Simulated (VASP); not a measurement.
**TaN: vibrations by perturbation theory with PBEsol**

The system is TaN.

```
Ta N
1.0
     2.92404    0.00000    0.00000
    -1.46202    2.53229    0.00000
     0.00000    0.00000    2.87064
Ta N
1 1
Direct
  0.00000 0.00000 0.50000
  0.66667 0.33333 0.00000
```

```json
{
  "Program": "VASP 6.6.1",
  "Task": "vibrations by perturbation theory",
  "Functional": "PBEsol",
  "Potentials or basis": "VASP PAW PBE potentials, release 64 (Ta_pv, N)",
  "Cutoff": "520 eV",
  "k mesh": "15 × 15 × 14",
  "Occupations": "fermi-dirac, width 0.08 eV",
  "Spin": "no spin polarisation",
  "Dipole correction": "no",
  "Further INCAR settings": "ALGO = Normal; EDIFF = 1e-08; NBANDS = 15; IBRION = 8; NSW = 1"
}
```

| Property | Result |
| --- | --- |
| Highest phonon frequency at Γ | 557 cm⁻¹ |

Phonon frequencies in cm⁻¹ (negative: imaginary):
```csv
q point,frequencies
"(0.000, 0.000, 0.000)",0 0 0 535 535 557
```

Wall time 10 min on 1 thread of Intel(R) Xeon(R) 6975P-C (Granite Rapids) (shared host), peak memory 0.66 GiB.
